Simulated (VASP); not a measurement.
# Co (P-3m1) in VASP: a series of runs

Co is run at these levels: PBE; tasks: single point.

Everything below comes from runs of VASP 6.6.1. Logs are shortened: lines on timing, memory, paths and dates and some standing lists are left out, and cuts for length are marked.

## Step 1: The cell of the first run

It takes space group P-3m1 (No. 164, trigonal). Conventional cell: a = 2.643 Å, b = 2.643 Å, c = 4.318 Å, α = 90.00°, β = 90.00°, γ = 120.00°. Co (site symmetry 3m) has 12 Co at 2.57 to 2.71 Å within 3.4 Å.

## Step 2: Single point, PBE, collinear spin, ferromagnetic start (13.06 Å³/atom)

INCAR reads:

```
SYSTEM = Co
PREC = Accurate
ENCUT = 520
EDIFF = 1E-7
ISMEAR = -1
SIGMA = 0.08
LREAL = .False.
LASPH = .True.
NELM = 150
ALGO = Normal
ISIF = 2
LWAVE = .False.
LCHARG = .True.
ISPIN = 2
MAGMOM = 2 2
LORBIT = 11
LMAXMIX = 4
GGA = PE
LELF = .True.
LVHAR = .True.
NBANDS = 20
```

KPOINTS reads:

```
regular mesh
0
Gamma
  15 15 8
  0 0 0
```

POSCAR reads:

```
Co
1.0
    2.6432195978      0.0000000000      0.0000000000
   -1.3216097989      2.2890953195      0.0000000000
    0.0000000000      0.0000000000      4.3178894099
Co
2
Direct
    0.6666666667      0.3333333333      0.2598610000
    0.3333333333      0.6666666667      0.7401390000
```

Potentials or basis: VASP PAW PBE potentials, release 64 (Co).

On the command line:

```
$ cat potpaw_PBE.64/Co/POTCAR > POTCAR
$ mpirun -np 1 vasp_std > vasp.out
```

OUTCAR:

```text
SYSTEM = Co
   PREC = Accurate
   ENCUT = 520
   EDIFF = 1E-7
   ISMEAR = -1
   LREAL = .False.
   LASPH = .True.
   NELM = 150
   ISIF = 2
   ISPIN = 2
   LORBIT = 11
   GGA = PE

 ion  position               nearest neighbor table
   1  0.667  0.333  0.260-   2 2.57   2 2.57   2 2.57   2 2.71   2 2.71   2 2.71
   2  0.333  0.667  0.740-   1 2.57   1 2.57   1 2.57   1 2.71   1 2.71   1 2.71

  LATTYP: Found a hexagonal cell.
 ALAT       =     2.6432195978
 C/A-ratio  =     1.6335719565

  Lattice vectors:

 A1 = (   2.6432195978,   0.0000000000,   0.0000000000)
 A2 = (  -1.3216097989,   2.2890953195,   0.0000000000)
 A3 = (   0.0000000000,   0.0000000000,   4.3178894099)

Analysis of symmetry for initial positions (statically):
=====================================================================
 Subroutine PRICEL returns:
 Original cell was already a primitive cell.

 Routine SETGRP: Setting up the symmetry group for a
 hexagonal supercell.

 Subroutine GETGRP returns: Found 12 space group operations
 (whereof 12 operations were pure point group operations)
 out of a pool of 24 trial point group operations.

The static configuration has the point symmetry D_3d.

Analysis of symmetry for dynamics (positions and initial velocities):
=====================================================================
 Subroutine PRICEL returns:
 Original cell was already a primitive cell.

 Routine SETGRP: Setting up the symmetry group for a
 hexagonal supercell.

 Subroutine GETGRP returns: Found 12 space group operations
 (whereof 12 operations were pure point group operations)
 out of a pool of 24 trial point group operations.

The dynamic configuration has the point symmetry D_3d.

Analysis of structural, dynamic, and magnetic symmetry:
=====================================================================
 Subroutine PRICEL returns:
 Original cell was already a primitive cell.

 Routine SETGRP: Setting up the symmetry group for a
 hexagonal supercell.

 Subroutine GETGRP returns: Found 12 space group operations
 (whereof 12 operations were pure point group operations)
 out of a pool of 24 trial point group operations.

The overall configuration has the point symmetry D_3d.

 Subroutine INISYM returns: Found 12 space group operations
 (whereof 12 operations are pure point group operations),
 and found     1 'primitive' translations

----------------------------------------------------------------------------------------

                                     Primitive cell

  volume of cell :      26.1257

  direct lattice vectors                    reciprocal lattice vectors
     2.643219598  0.000000000  0.000000000     0.378326493  0.218426902  0.000000000
    -1.321609799  2.289095319  0.000000000     0.000000000  0.436853805  0.000000000
     0.000000000  0.000000000  4.317889410     0.000000000  0.000000000  0.231594630

  length of vectors
     2.643219598  2.643219598  4.317889410     0.436853805  0.436853805  0.231594630

  position of ions in fractional coordinates (direct lattice)
     0.666666667  0.333333333  0.259861000
     0.333333333  0.666666667  0.740139000

  ion indices of the primitive-cell ions
   primitive index   ion index
                 1           1
                 2           2

----------------------------------------------------------------------------------------

 KPOINTS: regular mesh

Automatic generation of k-mesh.
 Grid dimensions read from file:
 generate k-points for:   15   15    8

 Generating k-lattice:

  Cartesian coordinates                     Fractional coordinates (reciprocal lattice)
     0.025221766  0.014561793  0.000000000     0.066666667 -0.000000000  0.000000000
     0.000000000  0.029123587  0.000000000     0.000000000  0.066666667  0.000000000
     0.000000000  0.000000000  0.028949329     0.000000000  0.000000000  0.125000000

  Length of vectors
     0.029123587  0.029123587  0.028949329

  Shift w.r.t. Gamma in fractional coordinates (k-lattice)
     0.000000000  0.000000000  0.000000000

 Subroutine IBZKPT returns following result:
 ===========================================

 Found    192 irreducible k-points:

 Following reciprocal coordinates:
            Coordinates               Weight
  0.000000  0.000000  0.000000      1.000000
  0.066667  0.000000  0.000000      6.000000
  0.133333  0.000000  0.000000      6.000000
  0.200000  0.000000  0.000000      6.000000
  0.266667  0.000000  0.000000      6.000000
  0.333333  0.000000  0.000000      6.000000
[... 16 lines left out ...]
  0.333333  0.200000  0.000000     12.000000
  0.400000  0.200000  0.000000      6.000000
 [... further k-points ...]
   k-points           NKPTS =    192   k-points in BZ     NKDIM =    192   number of bands    NBANDS=     20
   number of dos      NEDOS =    301   number of ions     NIONS =      2
   total plane-waves  NPLWV =  12800
   dimension x,y,z NGX =    20 NGY =   20 NGZ =   32
   dimension x,y,z NGXF=    40 NGYF=   40 NGZF=   64
   ions per type =               2
   NGX,Y,Z   is equivalent  to a cutoff of  12.58, 12.58, 12.32 a.u.
   NGXF,Y,Z  is equivalent  to a cutoff of  25.16, 25.16, 24.64 a.u.
 SYSTEM =  Co
   PREC   = accura    normal or accurate (medium, high low for compatibility)
   ISTART =      0    job   : 0-new  1-cont  2-samecut
   ICHARG =      2    charge: 1-file 2-atom 10-const
   ISPIN  =      2    spin polarized calculation?
   LNONCOLLINEAR =      F non collinear calculations
   LSORBIT =      F    spin-orbit coupling
   LASPH  =      T    aspherical Exc in radial PAW
   ENCUT  =  520.0 eV  38.22 Ry    6.18 a.u.   4.91  4.91  8.03*2*pi/ulx,y,z
   NELM   =    150;   NELMIN=  2; NELMDL= -5     # of ELM steps
   EDIFF  = 0.1E-06   stopping-criterion for ELM
   LREAL  =      F    real-space projection
   EDIFFG = 0.1E-05   stopping-criterion for IOM
   NSW    =      0    number of steps for IOM
   IBRION =     -1    ionic relax: 0-MD 1-quasi-New 2-CG
   NFREE  =      0    steps in history (QN), initial steepest desc. (CG)
   ISIF   =      2    stress and relaxation
   ISYM   =      2    0-nonsym 1-usesym 2-fastsym
   POTIM  = 0.5000    time-step for ionic-motion
   TEBEG  =    0.0;   TEEND  =   0.0 temperature during run
   PSTRESS=    0.0 pullay stress
   NELECT =      18.0000    total number of electrons
   NUPDOWN=      -1.0000    fix difference up-down
   EMIN   =  10.00;   EMAX   =-10.00  energy-range for DOS
   EFERMI =   0.00;   METHOD = LEGACY
   ISMEAR =    -1;   SIGMA  =   0.08  broadening in eV -4-tet -1-fermi 0-gaus
   EFERMI_NEDOS =   21; number of points for ismear=-14 and -15
   IALGO  =     38    algorithm
   IMIX   =      4    mixing-type and parameters
     AMIX     =   0.40;   BMIX     =  1.00
     AMIX_MAG =   1.60;   BMIX_MAG =  1.00
  volume/ion in A,a.u.               =      13.06        88.15
  Fermi-wavevector in a.u.,A,eV,Ry     =   1.445915  2.732383 28.445298  2.090670
  Thomas-Fermi vector in A             =   2.564043
   LORBIT       =     11    0 simple, 1 ext, 2 COOP (PROOUT), +10 PAW based schemes
   GGA     = PE    functional components
   LHFCALC =     F    Hartree Fock is set to
   AEXX    =    0.0000 exact exchange contribution
   IVDW    =     0    specifies the selected vdW correction
   LEPSILON=     F    determine dielectric tensor
   LRPA    =     F    only Hartree local field effects (RPA)
 spin polarized calculation
  energy-cutoff  :      520.00
  volume of cell :       26.13
 maximum number of plane-waves:       732
   NGX =  9   NGY =  9   NGZ = 17

 number of electron      17.9999992 magnetization       3.4251080

 Free energy of the ion-electron system (eV)
  ---------------------------------------------------
  ext. energy  EPLUGINS =         0.00000000
  ---------------------------------------------------
  free energy    TOTEN  =       -13.66494510 eV

  energy without entropy =      -13.61923612  energy(sigma->0) =      -13.64209061

 E-fermi :   7.9079     XC(G=0): -12.3456

 val. band max:        7.9076874251   @ k =   0.4667   0.0667   0.2500
 cond. band min:       7.9110771575   @ k =   0.2000   0.0000   0.1250
 fundamental gap:      0.0033897323
 Fermi energy:         7.9079048414

 spin component 1

 k-point     1 :       0.0000    0.0000    0.0000
  band No.  band energies     occupation
      1       0.0067      1.00000
      2       3.4820      1.00000
      3       5.4290      1.00000
      4       5.4598      1.00000
      5       5.4598      1.00000
      6       5.6832      1.00000
[... 12 lines left out ...]
     19      30.8955      0.00000
     20      31.0975      0.00000

 k-point     2 :       0.0667    0.0000    0.0000
  band No.  band energies     occupation
      1       0.1434      1.00000
      2       3.5609      1.00000
      3       5.3175      1.00000
      4       5.5142      1.00000
      5       5.5561      1.00000
      6       5.6572      1.00000
[... 12 lines left out ...]
     19      32.4014      0.00000
     20      33.0925      0.00000

 k-point     3 :       0.1333    0.0000    0.0000
  band No.  band energies     occupation
      1       0.5460      1.00000
      2       3.7730      1.00000
      3       5.1593      1.00000
      4       5.5439      1.00000
      5       5.6329      1.00000
      6       5.6669      1.00000
[... 12 lines left out ...]
     19      31.7727      0.00000
     20      33.1507      0.00000

 k-point     4 :       0.2000    0.0000    0.0000
  band No.  band energies     occupation
      1       1.1877      1.00000
      2       4.0296      1.00000
      3       4.9761      1.00000
      4       5.1808      1.00000
      5       5.4841      1.00000
      6       5.7029      1.00000
[... 429 lines left out ...]
 k-point    23 :       0.3333    0.2000    0.0000
  band No.  band energies     occupation
      1       4.1207      1.00000
      2       4.1815      1.00000
      3       4.3172      1.00000
      4       4.9448      1.00000
      5       5.2273      1.00000
      6       5.4781      1.00000
[... 12 lines left out ...]
     19      24.6414      0.00000
     20      33.4330      0.00000

 k-point    24 :       0.4000    0.2000    0.0000
  band No.  band energies     occupation
      1       4.1307      1.00000
      2       4.2108      1.00000
      3       4.2800      1.00000
      4       5.0644      1.00000
      5       5.2492      1.00000
      6       5.4136      1.00000
[... 12 lines left out ...]
     19      24.4919      0.00000
     20      33.3554      0.00000

 [... further k-points ...]

 spin component 2

 k-point     1 :       0.0000    0.0000    0.0000
  band No.  band energies     occupation
      1      -0.0378      1.00000
      2       4.4623      1.00000
      3       7.1125      0.99995
      4       7.2103      0.99984
      5       7.2103      0.99984
      6       7.4335      0.99735
[... 12 lines left out ...]
     19      31.1481      0.00000
     20      31.1481      0.00000

 k-point     2 :       0.0667    0.0000    0.0000
  band No.  band energies     occupation
      1       0.0992      1.00000
      2       4.5563      1.00000
      3       7.0009      0.99999
      4       7.2691      0.99966
      5       7.2725      0.99964
      6       7.3764      0.99870
[... 12 lines left out ...]
     19      32.6768      0.00000
     20      33.2351      0.00000

 k-point     3 :       0.1333    0.0000    0.0000
  band No.  band energies     occupation
      1       0.5043      1.00000
      2       4.8158      1.00000
      3       6.7501      1.00000
      4       6.8893      1.00000
      5       7.2724      0.99965
      6       7.4516      0.99668
[... 12 lines left out ...]
     19      31.7897      0.00000
     20      33.4168      0.00000

 k-point     4 :       0.2000    0.0000    0.0000
  band No.  band energies     occupation
      1       1.1573      1.00000
      2       5.1611      1.00000
      3       6.3285      1.00000
      4       6.6267      1.00000
      5       7.1434      0.99993
      6       7.5240      0.99183
[... 429 lines left out ...]
 k-point    23 :       0.3333    0.2000    0.0000
  band No.  band energies     occupation
      1       4.8941      1.00000
      2       5.5774      1.00000
      3       5.6323      1.00000
      4       6.0006      1.00000
      5       6.9128      1.00000
      6       7.1364      0.99994
[... 12 lines left out ...]
     19      24.9698      0.00000
     20      33.6493      0.00000

 k-point    24 :       0.4000    0.2000    0.0000
  band No.  band energies     occupation
      1       5.1926      1.00000
      2       5.5166      1.00000
      3       5.6015      1.00000
      4       6.0240      1.00000
      5       6.9480      0.99999
      6       7.0417      0.99998
[... 12 lines left out ...]
     19      24.8181      0.00000
     20      33.5752      0.00000

 [... further k-points ...]

------------------------ aborting loop because EDIFF is reached ----------------------------------------

  FORCE on cell =-STRESS in cart. coord.  units (eV):
  Direction    XX          YY          ZZ          XY          YZ          ZX
  --------------------------------------------------------------------------------------
  -------------------------------------------------------------------------------------
  Total       -4.0501615     -4.0501615     -4.0803392      0.0000000      0.0000000      0.0000000
  in kB     -248.3786633   -248.3786633   -250.2293321      0.0000000      0.0000000      0.0000000
  external PRESSURE =    -248.9955529 kB  Pullay stress =       0.0000000 kB

 VOLUME and BASIS-vectors are now :
 -----------------------------------------------------------------------------
  energy-cutoff  :      520.00
  volume of cell :       26.13
      direct lattice vectors                 reciprocal lattice vectors
     2.643219598  0.000000000  0.000000000     0.378326493  0.218426902  0.000000000
    -1.321609799  2.289095319  0.000000000     0.000000000  0.436853805  0.000000000
     0.000000000  0.000000000  4.317889410     0.000000000  0.000000000  0.231594630

 POSITION                                       TOTAL-FORCE (eV/Angst)
 -----------------------------------------------------------------------------------
      1.32161      0.76303      1.12205        -0.000000      0.000000     -0.067552
     -0.00000      1.52606      3.19584         0.000000     -0.000000      0.067552
 -----------------------------------------------------------------------------------
    total drift:                               -0.000000      0.000000      0.000000

  FREE ENERGIE OF THE ION-ELECTRON SYSTEM (eV)
  ---------------------------------------------------
  free  energy   TOTEN  =       -13.6649451026 eV

  energy  without entropy=      -13.6192361160  energy(sigma->0) =      -13.64209061

 total charge

# of ion       s       p       d       tot
------------------------------------------
    1        0.422   0.382   7.172   7.976
    2        0.422   0.382   7.172   7.976
--------------------------------------------------
tot          0.843   0.765  14.344  15.952

 magnetization (x)

# of ion       s       p       d       tot
------------------------------------------
    1       -0.013  -0.050   1.831   1.769
    2       -0.013  -0.050   1.831   1.769
--------------------------------------------------
tot         -0.026  -0.100   3.663   3.538
```

Wall time 2.2 min (1 thread of Intel Xeon Platinum 8488C (Sapphire Rapids), shared host); peak memory 0.25 GiB.

What came out:

```
Free energy                                           : -13.6649 eV
Pressure                                              : -24.9 GPa
Largest force                                         : 0.068 eV/Å
Net moment                                            : 3.43 μB per cell
Site moments                                          : Co +1.77 μB
Valence electrons inside the program's atomic spheres : Co 7.98
```

Forces in eV/Å, atoms in the order of the input:
```
Co   0.000  0.000 -0.068
Co   0.000  0.000  0.068
```

Caveat: the cell stands under tension.

(Continued in part 2 of 2.)
